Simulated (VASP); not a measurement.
# Be2CdO3 (Immm) in VASP: single point with PBE

Aim: the single point of Be2CdO3 with PBE.

All numbers are computed with VASP 6.6.1; they aren't measurements. Logs are shortened: lines on timing, memory, paths and dates and some standing lists are left out, and cuts for length are marked.

## Step 1: The cell of the first run

It takes space group Immm (No. 71, orthorhombic). Conventional cell: a = 5.401 Å, b = 5.593 Å, c = 5.625 Å, α = 90.00°, β = 90.00°, γ = 90.00°. Within 1.9 Å of Be (site symmetry mmm) lie 2 O at 1.40 Å. Be (site symmetry mmm) has 2 O at 1.41 Å within 1.9 Å. Within 3.6 Å of Cd (site symmetry mmm) lie 4 Be at 2.70 to 2.80 Å and 10 O at 2.81 to 3.13 Å. Within 1.9 Å of O (site symmetry mm2) lie 2 Be at 1.40 to 1.41 Å. Within 3.6 Å of O (site symmetry mmm) lie 4 Be at 2.70 to 2.80 Å and 2 Cd at 2.81 Å and 8 O at 3.05 to 3.13 Å.

The cell was generated, and may not be a known phase.

## Step 2: Single point, PBE

File INCAR:

```
SYSTEM = Be2CdO3
ALGO = Normal
EDIFF = 1E-6
ENCUT = 700
GGA = PE
GGA_COMPAT = .False.
ISIF = 2
ISMEAR = 0
LASPH = .True.
LCHARG = .False.
LREAL = .False.
LWAVE = .False.
NBANDS = 30
NELM = 120
PREC = Accurate
SIGMA = 0.15
```

File KPOINTS:

```
k-points
0
Gamma
  3 3 3
  0 0 0
```

File POSCAR:

```
Be2CdO3
1.0
   -2.7007033205      2.7967057307      2.8125605671
    2.7007033205     -2.7967057307      2.8125605671
    2.7007033205      2.7967057307     -2.8125605671
Be Cd O
2 1 3
Direct
    0.0000000000      0.0000000000      0.0000000000
    0.5000000000      0.5000000000      0.0000000000
    0.0000000000      0.5000000000      0.5000000000
    0.2493826840      0.2493826840      0.0000000000
    0.7506173160      0.7506173160      0.0000000000
    0.5000000000      0.0000000000      0.5000000000
```

Potentials or basis: VASP PAW PBE potentials, release 64 (Be, Cd_sv_GW, O).

The run is started by

```console
$ cat potpaw_PBE.64/Be/POTCAR potpaw_PBE.64/Cd_sv_GW/POTCAR potpaw_PBE.64/O/POTCAR > POTCAR
$ mpirun -np 1 vasp_std > vasp.out
```

OUTCAR:

```text
SYSTEM = Be2CdO3
   EDIFF = 1E-6
   ENCUT = 700
   GGA = PE
   ISIF = 2
   ISMEAR = 0
   LASPH = .True.
   LREAL = .False.
   NELM = 120
   PREC = Accurate

 ion  position               nearest neighbor table
   1  0.000  0.000  0.000-   4 1.40   5 1.40
   2  0.500  0.500  0.000-   4 1.41   5 1.41
   3  0.000  0.500  0.500-
   4  0.249  0.249  0.000-   1 1.40   2 1.41
   5  0.751  0.751  0.000-   1 1.40   2 1.41
   6  0.500  0.000  0.500-

  LATTYP: Found a body centered orthorhombic cell.
 ALAT       =     5.4014066410
 B/A-ratio  =     1.0355471886
 C/A-ratio  =     1.0414178210

  Lattice vectors:

 A1 = (  -2.7007033205,   2.7967057307,   2.8125605671)
 A2 = (   2.7007033205,  -2.7967057307,   2.8125605671)
 A3 = (   2.7007033205,   2.7967057307,  -2.8125605671)

Analysis of symmetry for initial positions (statically):
=====================================================================
 Subroutine PRICEL returns:
 Original cell was already a primitive cell.

 Routine SETGRP: Setting up the symmetry group for a
 body centered orthorhombic supercell.

 Subroutine GETGRP returns: Found  8 space group operations
 (whereof  8 operations were pure point group operations)
 out of a pool of  8 trial point group operations.

The static configuration has the point symmetry D_2h.

Analysis of symmetry for dynamics (positions and initial velocities):
=====================================================================
 Subroutine PRICEL returns:
 Original cell was already a primitive cell.

 Routine SETGRP: Setting up the symmetry group for a
 body centered orthorhombic supercell.

 Subroutine GETGRP returns: Found  8 space group operations
 (whereof  8 operations were pure point group operations)
 out of a pool of  8 trial point group operations.

The dynamic configuration has the point symmetry D_2h.

 Subroutine INISYM returns: Found  8 space group operations
 (whereof  8 operations are pure point group operations),
 and found     1 'primitive' translations

----------------------------------------------------------------------------------------

                                     Primitive cell

  volume of cell :      84.9739

  direct lattice vectors                    reciprocal lattice vectors
    -2.700703321  2.796705731  2.812560567     0.000000000  0.178781770  0.177773949
     2.700703321 -2.796705731  2.812560567     0.185136959  0.000000000  0.177773949
     2.700703321  2.796705731 -2.812560567     0.185136959  0.178781770  0.000000000

  length of vectors
     4.798526682  4.798526682  4.798526682     0.252123974  0.256669575  0.257368636

  position of ions in fractional coordinates (direct lattice)
     0.000000000  0.000000000  0.000000000
     0.500000000  0.500000000  0.000000000
     0.000000000  0.500000000  0.500000000
     0.249382684  0.249382684  0.000000000
     0.750617316  0.750617316  0.000000000
     0.500000000  0.000000000  0.500000000

  ion indices of the primitive-cell ions
   primitive index   ion index
                 1           1
                 2           2
                 3           3
                 4           4
                 5           5
                 6           6

----------------------------------------------------------------------------------------

 KPOINTS: k-points

Automatic generation of k-mesh.
 Grid dimensions read from file:
 generate k-points for:    3    3    3

 Generating k-lattice:

  Cartesian coordinates                     Fractional coordinates (reciprocal lattice)
     0.000000000  0.059593923  0.059257983     0.333333333  0.000000000  0.000000000
     0.061712320  0.000000000  0.059257983     0.000000000  0.333333333  0.000000000
     0.061712320  0.059593923  0.000000000     0.000000000  0.000000000  0.333333333

  Length of vectors
     0.084041325  0.085556525  0.085789545

  Shift w.r.t. Gamma in fractional coordinates (k-lattice)
     0.000000000  0.000000000  0.000000000

 Subroutine IBZKPT returns following result:
 ===========================================

 Found      8 irreducible k-points:

 Following reciprocal coordinates:
            Coordinates               Weight
  0.000000  0.000000  0.000000      1.000000
  0.333333  0.000000 -0.000000      4.000000
  0.000000  0.333333  0.000000      4.000000
  0.333333  0.333333 -0.000000      8.000000
 -0.333333  0.333333  0.000000      4.000000
 -0.333333  0.333333  0.333333      2.000000
  0.333333 -0.333333  0.333333      2.000000
 -0.333333 -0.333333  0.333333      2.000000
   k-points           NKPTS =      8   k-points in BZ     NKDIM =      8   number of bands    NBANDS=     30
   number of dos      NEDOS =    301   number of ions     NIONS =      6
   total plane-waves  NPLWV =  74088
   dimension x,y,z NGX =    42 NGY =   42 NGZ =   42
   dimension x,y,z NGXF=    84 NGYF=   84 NGZF=   84
   ions per type =               2   1   3
   NGX,Y,Z   is equivalent  to a cutoff of  14.55, 14.55, 14.55 a.u.
   NGXF,Y,Z  is equivalent  to a cutoff of  29.10, 29.10, 29.10 a.u.
 SYSTEM =  Be2CdO3
   PREC   = accura    normal or accurate (medium, high low for compatibility)
   ISTART =      0    job   : 0-new  1-cont  2-samecut
   ICHARG =      2    charge: 1-file 2-atom 10-const
   ISPIN  =      1    spin polarized calculation?
   LNONCOLLINEAR =      F non collinear calculations
   LSORBIT =      F    spin-orbit coupling
   LASPH  =      T    aspherical Exc in radial PAW
   ENCUT  =  700.0 eV  51.45 Ry    7.17 a.u.  10.35 10.35 10.35*2*pi/ulx,y,z
   NELM   =    120;   NELMIN=  2; NELMDL= -5     # of ELM steps
   EDIFF  = 0.1E-05   stopping-criterion for ELM
   LREAL  =      F    real-space projection
   EDIFFG = 0.1E-04   stopping-criterion for IOM
   NSW    =      0    number of steps for IOM
   IBRION =     -1    ionic relax: 0-MD 1-quasi-New 2-CG
   NFREE  =      0    steps in history (QN), initial steepest desc. (CG)
   ISIF   =      2    stress and relaxation
   ISYM   =      2    0-nonsym 1-usesym 2-fastsym
   POTIM  = 0.5000    time-step for ionic-motion
   TEBEG  =    0.0;   TEEND  =   0.0 temperature during run
   PSTRESS=    0.0 pullay stress
   NELECT =      42.0000    total number of electrons
   NUPDOWN=      -1.0000    fix difference up-down
   EMIN   =  10.00;   EMAX   =-10.00  energy-range for DOS
   EFERMI =   0.00;   METHOD = LEGACY
   ISMEAR =     0;   SIGMA  =   0.15  broadening in eV -4-tet -1-fermi 0-gaus
   EFERMI_NEDOS =   21; number of points for ismear=-14 and -15
   IALGO  =     38    algorithm
   IMIX   =      4    mixing-type and parameters
     AMIX     =   0.40;   BMIX     =  1.00
     AMIX_MAG =   1.60;   BMIX_MAG =  1.00
  volume/ion in A,a.u.               =      14.16        95.57
  Fermi-wavevector in a.u.,A,eV,Ry     =   1.294383  2.446029 22.795568  1.675427
  Thomas-Fermi vector in A             =   2.425969
   LORBIT       =      0    0 simple, 1 ext, 2 COOP (PROOUT), +10 PAW based schemes
   GGA     = PE    functional components
   LHFCALC =     F    Hartree Fock is set to
   AEXX    =    0.0000 exact exchange contribution
   IVDW    =     0    specifies the selected vdW correction
   LEPSILON=     F    determine dielectric tensor
   LRPA    =     F    only Hartree local field effects (RPA)
 non-spin polarized calculation
 Gauss-broadening in eV      SIGMA  =   0.15
  energy-cutoff  :      700.00
  volume of cell :       84.97
 maximum number of plane-waves:      3593
 NGX is ok and might be reduce to    42
   NGX = 21   NGY = 21   NGZ = 21

 number of electron      42.0000005 magnetization

 Free energy of the ion-electron system (eV)
  ---------------------------------------------------
  ext. energy  EPLUGINS =         0.00000000
  ---------------------------------------------------
  free energy    TOTEN  =       -29.04582972 eV

  energy without entropy =      -29.00180112  energy(sigma->0) =      -29.02381542

 E-fermi :   1.3312     XC(G=0):  -9.2107

 val. band max:        1.3203970263   @ k =  -0.3333  -0.3333   0.3333
 cond. band min:       1.3520714719   @ k =  -0.3333   0.3333   0.3333
 fundamental gap:      0.0316744456
 Fermi energy:         1.3311756783

 k-point     1 :       0.0000    0.0000    0.0000
  band No.  band energies     occupation
      1    -100.9608      2.00000
      2     -62.0725      2.00000
      3     -62.0700      2.00000
      4     -61.9089      2.00000
      5     -17.1450      2.00000
      6     -16.9592      2.00000
[... 22 lines left out ...]
     29      11.7216      0.00000
     30      12.4811      0.00000

 k-point     2 :       0.3333    0.0000   -0.0000
  band No.  band energies     occupation
      1    -100.9608      2.00000
      2     -62.0725      2.00000
      3     -62.0701      2.00000
      4     -61.9089      2.00000
      5     -17.0875      2.00000
      6     -16.9903      2.00000
[... 22 lines left out ...]
     29      11.3113      0.00000
     30      12.3667      0.00000

 k-point     3 :       0.0000    0.3333    0.0000
  band No.  band energies     occupation
      1    -100.9608      2.00000
      2     -62.0725      2.00000
      3     -62.0701      2.00000
      4     -61.9089      2.00000
      5     -17.0870      2.00000
      6     -16.9879      2.00000
[... 22 lines left out ...]
     29      11.4729      0.00000
     30      12.4213      0.00000

 k-point     4 :       0.3333    0.3333   -0.0000
  band No.  band energies     occupation
      1    -100.9608      2.00000
      2     -62.0725      2.00000
      3     -62.0701      2.00000
      4     -61.9089      2.00000
      5     -17.1097      2.00000
      6     -16.9479      2.00000
[... 22 lines left out ...]
     29      11.5910      0.00000
     30      13.0591      0.00000

 k-point     5 :      -0.3333    0.3333    0.0000
  band No.  band energies     occupation
      1    -100.9608      2.00000
      2     -62.0725      2.00000
      3     -62.0701      2.00000
      4     -61.9089      2.00000
      5     -17.1649      2.00000
      6     -16.9014      2.00000
[... 22 lines left out ...]
     29      11.5850      0.00000
     30      12.3435      0.00000

 k-point     6 :      -0.3333    0.3333    0.3333
  band No.  band energies     occupation
      1    -100.9608      2.00000
      2     -62.0725      2.00000
      3     -62.0701      2.00000
      4     -61.9089      2.00000
      5     -17.1829      2.00000
      6     -16.8655      2.00000
[... 22 lines left out ...]
     29      11.9557      0.00000
     30      13.5169      0.00000

 k-point     7 :       0.3333   -0.3333    0.3333
  band No.  band energies     occupation
      1    -100.9608      2.00000
      2     -62.0725      2.00000
      3     -62.0701      2.00000
      4     -61.9089      2.00000
      5     -17.1825      2.00000
      6     -16.8690      2.00000
[... 22 lines left out ...]
     29      11.7987      0.00000
     30      13.7082      0.00000

 k-point     8 :      -0.3333   -0.3333    0.3333
  band No.  band energies     occupation
      1    -100.9608      2.00000
      2     -62.0725      2.00000
      3     -62.0701      2.00000
      4     -61.9089      2.00000
      5     -17.1356      2.00000
      6     -16.9236      2.00000
[... 22 lines left out ...]
     29      11.1756      0.00000
     30      11.3142      0.00000

------------------------ aborting loop because EDIFF is reached ----------------------------------------

  FORCE on cell =-STRESS in cart. coord.  units (eV):
  Direction    XX          YY          ZZ          XY          YZ          ZX
  --------------------------------------------------------------------------------------
  -------------------------------------------------------------------------------------
  Total        0.1299228     -0.0560534     -0.9561784      0.0000000      0.0000000      0.0000000
  in kB        2.4496866     -1.0568829    -18.0286821      0.0000000      0.0000000      0.0000000
  external PRESSURE =      -5.5452928 kB  Pullay stress =       0.0000000 kB

 VOLUME and BASIS-vectors are now :
 -----------------------------------------------------------------------------
  energy-cutoff  :      700.00
  volume of cell :       84.97
      direct lattice vectors                 reciprocal lattice vectors
    -2.700703321  2.796705731  2.812560567     0.000000000  0.178781770  0.177773949
     2.700703321 -2.796705731  2.812560567     0.185136959  0.000000000  0.177773949
     2.700703321  2.796705731 -2.812560567     0.185136959  0.178781770  0.000000000

 POSITION                                       TOTAL-FORCE (eV/Angst)
 -----------------------------------------------------------------------------------
      0.00000      0.00000      0.00000        -0.000000     -0.000000      0.000000
      0.00000      0.00000      2.81256        -0.000000     -0.000000      0.000000
      2.70070      0.00000      0.00000        -0.000000     -0.000000      0.000000
      0.00000      0.00000      1.40281         0.000000      0.000000     -0.007954
      0.00000      0.00000      4.22231        -0.000000     -0.000000      0.007954
      0.00000      2.79671      0.00000        -0.000000     -0.000000     -0.000000
 -----------------------------------------------------------------------------------
    total drift:                                0.000000      0.000000     -0.000000

  FREE ENERGIE OF THE ION-ELECTRON SYSTEM (eV)
  ---------------------------------------------------
  free  energy   TOTEN  =       -29.0458297215 eV

  energy  without entropy=      -29.0018011228  energy(sigma->0) =      -29.02381542
```

Run time: 63 s. Hardware: 1 thread of AMD EPYC 7R43 (Zen 3), shared host; peak memory 0.24 GiB.

What came out:

- Free energy: -29.0458 eV
- Pressure: -0.6 GPa
- Largest force: 0.008 eV/Å
- Band gap on the k mesh: zero (bands 21 and 22 overlap by 0.41 eV)

Forces on the atoms (eV/Å):
```
Be   0.000  0.000  0.000
Be   0.000  0.000  0.000
Cd   0.000  0.000  0.000
O    0.000  0.000 -0.008
O    0.000  0.000  0.008
O    0.000  0.000  0.000
```

Stress tensor (GPa, compression positive):
```
 0.24  0.00  0.00
 0.00 -0.11  0.00
 0.00  0.00 -1.80
```

Caveat: the k points lie up to 0.54 Å⁻¹ apart; semilocal functionals underestimate gaps, and a narrow one can read as zero.

The gap in the log of VASP goes by the Fermi energy; the results here count the filled bands.